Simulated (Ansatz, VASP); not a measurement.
**NaI: VASP beside Ansatz**

File INCAR:

```
SYSTEM = NaI
PREC = Accurate
ENCUT = 520
EDIFF = 1E-7
ISMEAR = 0
SIGMA = 0.05
LREAL = .False.
LASPH = .True.
NELM = 60
ALGO = Normal
ISIF = 2
LWAVE = .False.
LCHARG = .False.
GGA = PE
NBANDS = 14
```

Contents of KPOINTS:

```
Automatic mesh
0
Gamma
  6 6 6
  0 0 0
```

POSCAR

```
NaI
1.0
    0.0040455000      3.2364000000      3.2364000000
    3.2404455000      0.0000000000      3.2404455000
    3.2364000000      3.2364000000      0.0040455000
Na I
1 1
Direct
    0.0000000000      0.0000000000      0.0000000000
    0.5000000000      0.5000000000      0.5000000000
```

Input for Ansatz:

```yaml
crystal:
  lattice:
    - [0.0040455, 3.2364, 3.2364]
    - [3.2404455, 0.0, 3.2404455]
    - [3.2364, 3.2364, 0.0040455]
  atoms:
    - { symbol: Na, position: [0.0, 0.0, 0.0] }
    - { symbol: I, position: [0.5, 0.5, 0.5] }
basis:
  ecutwfc: 420
kpoints:
  mp_grid: { grid: [6, 6, 6] }
hamiltonian:
  xc: pbe
scf:
  occupations: { method: gaussian, width: 0.05 }
output:
  forces: true
  stress: true
  eigenvalues: true
```

Change from the starting cell: strain +0.0025 x Voigt [0, 0, 0, 0, 1, 0], atoms carried along.

Alike in both runs: task single point; functional PBE; k mesh 6 × 6 × 6; occupations gaussian, width 0.05 eV; no spin polarisation.

```csv
,VASP,Ansatz
version,VASP 6.6.1,Ansatz 0.2.0
potentials or method,"VASP PAW PBE potentials, release 64 (Na_pv, I), cutoff 520 eV","scalar-relativistic, plane waves, PAW"
valence electrons in the cell,14,26
```

```tsv
	VASP	Ansatz	Ansatz less VASP
gap on the k mesh at the Fermi level (eV)	3.64	3.64	+0.004
least direct gap on the mesh (eV)	3.64	3.64	+0.004
pressure (GPa)	0.4	0.4	-0.01
```

VASP's potentials hold 14 valence electrons a cell and Ansatz's 26, so a difference there can come from the potentials and not from the codes.

Neither program's run includes spin-orbit coupling.
